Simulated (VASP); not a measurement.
# Be2Si (Fm-3m) in VASP: settings compared, part 2 of 2

VASP 6.6.1. The steps go on from the part before.

### Step 5. Single point, r2SCAN

The input, POSCAR:

```
Be2Si
1.0
    0.0000000000      2.6413830409      2.6413830409
    2.6413830409      0.0000000000      2.6413830409
    2.6413830409      2.6413830409      0.0000000000
Si Be
1 2
Direct
    0.0000000000      0.0000000000      0.0000000000
    0.2500000000      0.2500000000      0.2500000000
    0.7500000000      0.7500000000      0.7500000000
```

The input, INCAR.step1:

```
SYSTEM = Be2Si
PREC = Accurate
ENCUT = 660
ISMEAR = -1
SIGMA = 0.02
LREAL = .FALSE.
LASPH = .TRUE.
NELM = 120
NBANDS = 11
GGA = PE
ALGO = Normal
EDIFF = 1E-5
LWAVE = .TRUE.
LCHARG = .FALSE.
GGA_COMPAT = .FALSE.
```

The input, INCAR.step2:

```
SYSTEM = Be2Si
PREC = Accurate
ENCUT = 660
EDIFF = 1E-6
ISMEAR = -1
SIGMA = 0.02
LREAL = .FALSE.
LASPH = .TRUE.
NELM = 120
ALGO = Normal
ISIF = 2
LWAVE = .FALSE.
LCHARG = .FALSE.
METAGGA = R2SCAN
LMIXTAU = .TRUE.
NBANDS = 11
ISTART = 1
GGA_COMPAT = .FALSE.
```

The input, KPOINTS:

```
regular mesh
0
G
  4 4 4
  0 0 0
```

Potentials or basis: VASP PAW PBE potentials, release 64 (Si, Be).

On the command line:

```bash
cat potpaw_PBE.64/Si/POTCAR potpaw_PBE.64/Be/POTCAR > POTCAR
cp INCAR.step1 INCAR
mpirun -np 1 vasp_std > vasp.out
cp INCAR.step2 INCAR
mpirun -np 1 vasp_std > vasp.out
```

OUTCAR:

```text
SYSTEM = Be2Si
   PREC = Accurate
   ENCUT = 660
   EDIFF = 1E-6
   ISMEAR = -1
   LREAL = .FALSE.
   LASPH = .TRUE.
   NELM = 120
   ISIF = 2
   METAGGA = R2SCAN
   ISTART = 1

 ion  position               nearest neighbor table
   1  0.000  0.000  0.000-   3 2.29   3 2.29   3 2.29   2 2.29   3 2.29   2 2.29   2 2.29   2 2.29

   2  0.250  0.250  0.250-   1 2.29   1 2.29   1 2.29   1 2.29
   3  0.750  0.750  0.750-   1 2.29   1 2.29   1 2.29   1 2.29

  LATTYP: Found a face centered cubic cell.
 ALAT       =     5.2827660818

  Lattice vectors:

 A1 = (   0.0000000000,   2.6413830409,   2.6413830409)
 A2 = (   2.6413830409,   0.0000000000,   2.6413830409)
 A3 = (   2.6413830409,   2.6413830409,   0.0000000000)

Analysis of symmetry for initial positions (statically):
=====================================================================
 Subroutine PRICEL returns:
 Original cell was already a primitive cell.

 Routine SETGRP: Setting up the symmetry group for a
[... 159 lines left out ...]
 k-point     1 :       0.0000    0.0000    0.0000
  band No.  band energies     occupation
      1      -6.0283      2.00000
      2       7.2368      0.00000
      3       7.2368      0.00000
      4       7.2368      0.00000
      5       7.5531      0.00000
      6       7.5531      0.00000
      7       7.5531      0.00000
      8      13.5445      0.00000
      9      14.8061      0.00000
     10      14.9143      0.00000
     11      14.9143      0.00000
[... 85 lines left out ...]
 k-point     8 :      -0.2500    0.5000    0.2500
  band No.  band energies     occupation
      1      -2.1580      2.00000
      2       0.8273      2.00000
      3       0.8273      2.00000
      4       1.4246      2.00000
      5      10.3231      0.00000
      6      10.3231      0.00000
      7      11.6254      0.00000
      8      12.1772      0.00000
      9      15.5232      0.00000
     10      17.7894      0.00000
     11      20.3552      0.00000

------------------------ aborting loop because EDIFF is reached ----------------------------------------

  FORCE on cell =-STRESS in cart. coord.  units (eV):
  Direction    XX          YY          ZZ          XY          YZ          ZX
  --------------------------------------------------------------------------------------
  -------------------------------------------------------------------------------------
  Total        0.0977047      0.0977047      0.0977047      0.0000000     -0.0000000      0.0000000
  in kB        4.2471941      4.2471941      4.2471941      0.0000000     -0.0000000      0.0000000
  external PRESSURE =       4.2471941 kB  Pullay stress =       0.0000000 kB

 VOLUME and BASIS-vectors are now :
 -----------------------------------------------------------------------------
  energy-cutoff  :      660.00
  volume of cell :       36.86
      direct lattice vectors                 reciprocal lattice vectors
     0.000000000  2.641383041  2.641383041    -0.189294772  0.189294772  0.189294772
     2.641383041  0.000000000  2.641383041     0.189294772 -0.189294772  0.189294772
     2.641383041  2.641383041  0.000000000     0.189294772  0.189294772 -0.189294772

 POSITION                                       TOTAL-FORCE (eV/Angst)
 -----------------------------------------------------------------------------------
      0.00000      0.00000      0.00000        -0.000000     -0.000000     -0.000000
      1.32069      1.32069      1.32069        -0.000000      0.000000     -0.000000
      3.96207      3.96207      3.96207         0.000000     -0.000000      0.000000
 -----------------------------------------------------------------------------------
    total drift:                               -0.000000      0.000000      0.000000

  FREE ENERGIE OF THE ION-ELECTRON SYSTEM (eV)
  ---------------------------------------------------
  free  energy   TOTEN  =       -16.5434200701 eV

  energy  without entropy=      -16.5434054348  energy(sigma->0) =      -16.54341275
```

It took 21 s on 1 thread of AMD EPYC 7R13 (Zen 3), shared host; peak memory 0.15 GiB.

What came out:

```yaml
Free_energy: -16.5434 eV
Pressure: 0.4 GPa
Band_gap_on_the_k_mesh: zero (bands 4 and 5 overlap by 0.72 eV)
```

Levels at points of the mesh, in eV from the Fermi level:
| k point | band 2 | band 3 | band 4 | band 5 | band 6 | band 7 |
| --- | --- | --- | --- | --- | --- | --- |
| (0.00, 0.00, 0.00) | 0.57 | 0.57 | 0.57 | 0.88 | 0.88 | 0.88 |
| (0.50, 0.00, 0.00) | -7.73 | -1.39 | -1.39 | 1.47 | 1.47 | 2.88 |
| (0.50, 0.50, 0.00) | -6.81 | -4.06 | -4.06 | -0.16 | 0.61 | 8.50 |

Caveat: the k points lie up to 0.52 Å⁻¹ apart, too coarse for converged energies and pressures of a metal; the structure was generated, so it needn't be the stable form of Be2Si; the PAW data sets were made with another functional, which shifts forces and pressure a little.

### Step 6. Overview

```tsv
level	potentials or basis	k mesh	cutoff (eV)	gap on the mesh (eV)	pressure (GPa)
LDA	VASP PAW LDA potentials, release 64 (Si, Be)	4 × 4 × 4	600	none	-3.5
PBE	VASP PAW PBE potentials, release 64 (Si, Be)	6 × 6 × 6	600	none	0.1
LDA	VASP PAW LDA potentials, release 64 (Si, Be)	6 × 6 × 6	600	none	-3.8
r2SCAN	VASP PAW PBE potentials, release 64 (Si, Be)	4 × 4 × 4	660	none	0.4
```

Alike in all rows: task single point; no spin polarisation; cell as given; smearing fermi-dirac 0.02 eV.

Caveats: some runs use coarse meshes; the structure was generated, so it needn't be the stable form of Be2Si; the cell stands under tension (at least some runs); the PAW data sets were made with another functional, which shifts forces and pressure a little (at least some runs).

Total energies depend on the potentials used, so only differences within one code and one set of settings carry meaning.
